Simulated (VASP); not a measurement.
# F (Im-3m) in VASP: a series of runs, part 2 of 2

VASP 6.6.1.

### 4 Single point, PBE

This run uses another cell than the first one, of 10.28 Å³/atom, 1.041 times its volume.

File INCAR:

```
SYSTEM = F
ALGO     = Normal         ! electronic algorithm
EDIFF    = 1E-6           ! SCF threshold, eV
ENCUT    = 520            ! plane-wave cutoff, eV
GGA      = PE             ! functional
ISIF     = 2              ! what is computed and relaxed
ISMEAR   = -1             ! smearing method
LASPH    = .True.         ! aspherical terms in the spheres
LCHARG   = .False.        ! write CHGCAR
LREAL    = .False.        ! projectors in reciprocal space
LWAVE    = .False.        ! write WAVECAR
NBANDS   = 10             ! bands
NELM     = 100            ! most SCF steps
PREC     = Accurate       ! precision mode
SIGMA    = 0.06122561905347299 ! smearing width, eV
```

File KPOINTS:

```
k-points
0
Gamma
  28 28 28
  0 0 0
```

File POSCAR:

```
F
1.0
   -1.3699176962      1.3699176962      1.3699176962
    1.3699176962     -1.3699176962      1.3699176962
    1.3699176962      1.3699176962     -1.3699176962
F
1
Direct
    0.0000000000      0.0000000000      0.0000000000
```

Potentials or basis: VASP PAW PBE potentials, release 64 (F).

The run is started by

```bash
$ cat potpaw_PBE.64/F/POTCAR > POTCAR
$ mpirun -np 1 vasp_std > vasp.out
```

OUTCAR:

```text
SYSTEM = F
   EDIFF = 1E-6
   ENCUT = 520
   GGA = PE
   ISIF = 2
   ISMEAR = -1
   LASPH = .True.
   LREAL = .False.
   NELM = 100
   PREC = Accurate

 ion  position               nearest neighbor table
   1  0.000  0.000  0.000-

  LATTYP: Found a body centered cubic cell.
 ALAT       =     2.7398353924

  Lattice vectors:

 A1 = (  -1.3699176962,   1.3699176962,   1.3699176962)
 A2 = (   1.3699176962,  -1.3699176962,   1.3699176962)
[... 489 lines left out ...]
      8      32.3606      0.00000
      9      36.9470      0.00000
     10      37.4049      0.00000

 [... further k-points ...]

------------------------ aborting loop because EDIFF is reached ----------------------------------------

  FORCE on cell =-STRESS in cart. coord.  units (eV):
  Direction    XX          YY          ZZ          XY          YZ          ZX
  --------------------------------------------------------------------------------------
  -------------------------------------------------------------------------------------
  Total       -0.1002798     -0.1002798     -0.1002798     -0.0000000     -0.0000000      0.0000000
  in kB      -15.6235760    -15.6235760    -15.6235760     -0.0000000     -0.0000000      0.0000000
  external PRESSURE =     -15.6235760 kB  Pullay stress =       0.0000000 kB

 VOLUME and BASIS-vectors are now :
 -----------------------------------------------------------------------------
  energy-cutoff  :      520.00
  volume of cell :       10.28
      direct lattice vectors                 reciprocal lattice vectors
    -1.369917696  1.369917696  1.369917696     0.000000000  0.364985430  0.364985430
     1.369917696 -1.369917696  1.369917696     0.364985430  0.000000000  0.364985430
     1.369917696  1.369917696 -1.369917696     0.364985430  0.364985430  0.000000000

 POSITION                                       TOTAL-FORCE (eV/Angst)
 -----------------------------------------------------------------------------------
      0.00000      0.00000      0.00000         0.000000      0.000000     -0.000000
 -----------------------------------------------------------------------------------
    total drift:                                0.000000      0.000000      0.000000

  FREE ENERGIE OF THE ION-ELECTRON SYSTEM (eV)
  ---------------------------------------------------
  free  energy   TOTEN  =        -0.8289731634 eV

  energy  without entropy=       -0.7925178939  energy(sigma->0) =       -0.81074553
```

It took 25 s on 1 thread of Intel Xeon 6975P-C (Granite Rapids), shared host; peak memory 0.15 GiB.

Results:

```
Free energy : -0.8290 eV
Pressure    : -1.6 GPa
```

Levels at points of the mesh, in eV from the Fermi level:
| k point | band 2 | band 3 | band 4 | band 5 | band 6 | band 7 |
| --- | --- | --- | --- | --- | --- | --- |
| (0.00, 0.00, 0.00) | 0.43 | 0.43 | 0.43 | 13.56 | 36.14 | 36.14 |
| (0.50, 0.00, 0.00) | -3.78 | -0.56 | 0.30 | 19.76 | 22.30 | 28.48 |
| (0.50, 0.50, 0.50) | -1.93 | -1.93 | -1.93 | 20.33 | 20.33 | 31.55 |

Caveat: an odd number of electrons without spin polarisation forces a metal; a magnetic or distorted state may lie lower.

### 5 Single point, PBE

This run uses another cell than the first one, of 10.28 Å³/atom, 1.041 times its volume.

File INCAR:

```
PREC = Accurate
ENCUT = 520
EDIFF = 1E-6
ISMEAR = -1
SIGMA = 0.06122561905347299
LREAL = F
LASPH = T
NELM = 80
ALGO = Normal
ISIF = 2
LWAVE = F
LCHARG = T
GGA = PE
LELF = T
LVHAR = T
NBANDS = 10
```

File KPOINTS:

```
regular mesh
0
Gamma
  28 28 28
```

POSCAR is that of step 4.

The run is started by

```bash
$ cat potpaw_PBE.64/F/POTCAR > POTCAR
$ mpirun -np 1 vasp_std > vasp.out
```

Wall time 23 s (1 thread of Intel Xeon 6975P-C (Granite Rapids), shared host); peak memory 0.15 GiB.

The run converged. Its results:

| Property | Result |
| --- | --- |
| Free energy | -0.8290 eV |
| Pressure | -1.6 GPa |

Levels at points of the mesh, in eV from the Fermi level:
| k point | band 1 | band 2 | band 3 | band 4 | band 5 | band 6 | band 7 | band 8 | band 9 |
| --- | --- | --- | --- | --- | --- | --- | --- | --- | --- |
| (0.00, 0.00, 0.00) | -21.65 | 0.43 | 0.43 | 0.43 | 13.56 | 36.14 | 36.14 | 36.14 | 39.18 |
| (0.50, 0.00, 0.00) | -20.04 | -3.78 | -0.56 | 0.30 | 19.76 | 22.30 | 28.48 | 35.96 | 40.92 |
| (0.50, 0.50, 0.50) | -19.16 | -1.93 | -1.93 | -1.93 | 20.33 | 20.33 | 31.55 | 31.55 | 31.55 |

Caveat: an odd number of electrons without spin polarisation forces a metal; a magnetic or distorted state may lie lower.

### 6 Single point, PBE

This run uses another cell than the first one, of 10.49 Å³/atom, 1.061 times its volume.

File INCAR:

```
SYSTEM = F
PREC = Accurate
ENCUT = 520
EDIFF = 1E-7
ISMEAR = -1
SIGMA = 0.06122561905347299
LREAL = .False.
LASPH = .True.
NELM = 100
ALGO = Normal
ISIF = 2
LWAVE = .False.
LCHARG = .False.
GGA = PE
NBANDS = 10
```

File KPOINTS:

```
Automatic mesh
0
Gamma
  28 28 28
  0 0 0
```

File POSCAR:

```
F
1.0
   -1.3788135149      1.3788135149      1.3788135149
    1.3788135149     -1.3788135149      1.3788135149
    1.3788135149      1.3788135149     -1.3788135149
F
1
Direct
    0.0000000000      0.0000000000      0.0000000000
```

Potentials or basis: VASP PAW PBE potentials, release 64 (F).

The run is started by

```bash
$ cat potpaw_PBE.64/F/POTCAR > POTCAR
$ mpirun -np 1 vasp_std > vasp.out
```

Wall time 25 s (1 thread of Intel Xeon 6975P-C (Granite Rapids), shared host); peak memory 0.16 GiB.

Results (log left out):

- Free energy: -0.8273 eV
- Pressure: -2.4 GPa

Levels at points of the mesh, in eV from the Fermi level:
| k point | band 1 | band 2 | band 3 | band 4 | band 5 | band 6 | band 7 | band 8 |
| --- | --- | --- | --- | --- | --- | --- | --- | --- |
| (0.00, 0.00, 0.00) | -21.54 | 0.41 | 0.41 | 0.41 | 13.40 | 35.89 | 35.89 | 35.89 |
| (0.50, 0.00, 0.00) | -20.00 | -3.67 | -0.54 | 0.29 | 19.65 | 22.09 | 28.33 | 35.68 |
| (0.50, 0.50, 0.50) | -19.16 | -1.87 | -1.87 | -1.87 | 20.29 | 20.29 | 31.24 | 31.24 |

Caveat: an odd number of electrons without spin polarisation forces a metal; a magnetic or distorted state may lie lower.

### 7 The runs side by side

| cell | gap on the mesh (eV) | pressure (GPa) |
| --- | --- | --- |
| a = 2.341 Å, angles 109.5°, 1 atom | none | 0.5 |
| a = 2.357 Å, angles 109.5°, 1 atom | none | -0.6 |
| a = 2.373 Å, angles 109.5°, 1 atom | none | -1.6 |
| a = 2.388 Å, angles 109.5°, 1 atom | none | -2.4 |

Alike in all rows: task single point; level PBE; potentials or basis VASP PAW PBE potentials, release 64 (F); no spin polarisation; k mesh 28 × 28 × 28; cutoff (eV) 520; smearing fermi-dirac 0.0612256 eV.

Caveats: an odd number of electrons without spin polarisation forces a metal; a magnetic or distorted state may lie lower.

Total energies depend on the potentials used, so only differences within one code and one set of settings carry meaning.
